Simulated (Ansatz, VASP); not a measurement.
One calculation of MgCdSe, two programs

```
Mg Cd Se
1.0
     3.71104    0.00000    0.00000
     0.00000    3.71104    0.00000
     0.00000    0.00000    6.45053
Mg Cd Se
1 1 1
Direct
  0.00000 0.00000 0.00000
  0.00000 0.00000 0.50000
  0.50000 0.50000 0.00000
```

Alike in both runs: functional PBE; k mesh 10 × 10 × 6; occupations gaussian, width 0.01 eV; no spin polarisation.

Ansatz relaxed the structure, and its values are those at the end. VASP's run is a single point on that final structure, the one shown.

|  | VASP | Ansatz |
| --- | --- | --- |
| version | VASP 6.6.1 | Ansatz 0.2.0 |
| potentials or method | VASP PAW PBE potentials, release 64 (Mg, Cd, Se), cutoff 520 eV | scalar-relativistic, plane waves, PAW |
| valence electrons in the cell | 20 | 46 |

```csv
,VASP,Ansatz,Ansatz less VASP
gap on the k mesh at the Fermi level (eV),0.17,0.17,+0.001
least direct gap on the mesh (eV),0.24,0.25,+0.010
pressure (GPa),0.0,0.0,+0.03
```

VASP's potentials hold 20 valence electrons a cell and Ansatz's 46, so a difference there can come from the potentials and not from the codes.
